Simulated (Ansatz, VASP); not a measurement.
# CdTe: VASP beside Ansatz

POSCAR

```
CdTe
1.0
    3.1418901752      3.1418901752      0.0000000000
   -3.1418901752      3.1418901752      0.0000000000
    0.0000000000      3.1418901752      3.1418901752
Cd Te
1 1
Direct
    0.0000000000      0.0000000000      0.0000000000
    0.7500000000      0.2500000000      0.5000000000
```

The input INCAR.step1:

```
SYSTEM = CdTe
ALGO = Normal
EDIFF = 1E-4
ENCUT = 520
GGA = PE
ISMEAR = 0
LASPH = .TRUE.
LCHARG = .FALSE.
LREAL = .FALSE.
LWAVE = .TRUE.
NBANDS = 16
NELM = 60
PREC = Accurate
SIGMA = 0.01
```

The input INCAR.step2:

```
SYSTEM = CdTe
ALGO = Normal
EDIFF = 1E-6
ENCUT = 520
ISIF = 2
ISMEAR = 0
ISTART = 1
LASPH = .TRUE.
LCHARG = .FALSE.
LMIXTAU = .TRUE.
LREAL = .FALSE.
LWAVE = .FALSE.
METAGGA = R2SCAN
NBANDS = 16
NELM = 60
PREC = Accurate
SIGMA = 0.01
```

Contents of KPOINTS:

```
k-points
0
G
  6 6 6
  0 0 0
```

Input for Ansatz:

```yaml
crystal:
  lattice:
    - [3.14189017517, 3.14189017517, 0.0]
    - [-3.14189017517, 3.14189017517, 0.0]
    - [0.0, 3.14189017517, 3.14189017517]
  atoms:
    - { symbol: Cd, position: [0.0, 0.0, 0.0] }
    - { symbol: Te, position: [0.75, 0.25, 0.5] }
kpoints:
  mp_grid: { grid: [6, 6, 6] }
scf:
  occupations: { method: fixed }
  convergence: { dr2_threshold: 1.0e-10 }
hamiltonian:
  xc: r2scan
  pseudopotentials: { kind: paw }
output:
  forces: true
  stress: true
  eigenstates:
    kpoints:
      - [0.0, 0.0, 0.0]
      - [-0.5, -0.5, -0.5]
      - [-0.5, 0.5, 0.0]
      - [0.0, 0.0, -0.5]
      - [0.0, -0.5, -0.5]
      - [0.0, 0.5, 0.0]
      - [-0.5, 0.0, 0.0]
      - [-0.5, 0.0, -0.5]
  eigenvalues: true
```

Alike in both runs: task single point; functional r2SCAN; k mesh 6 × 6 × 6; no spin polarisation.

```csv
,VASP,Ansatz
version,VASP 6.6.1,Ansatz 0.2.0
potentials or method,"VASP PAW PBE potentials, release 64 (Cd, Te)","PAW with Ansatz's default frozen-core files, scalar-relativistic"
plane-wave cutoff (eV),520,500
occupations,"gaussian, width 0.01 eV",fixed
valence electrons in the cell,18,36
```

```tsv
	VASP	Ansatz	Ansatz less VASP
gap on the k mesh at the Fermi level (eV)	1.58	1.58	0.000
pressure (GPa)	7.2	7.0	-0.19
```

VASP's potentials were made for PBE, not for r2SCAN. VASP's potentials hold 18 valence electrons a cell and Ansatz's 36, so a difference there can come from the potentials and not from the codes.

Spin-orbit coupling is off throughout.
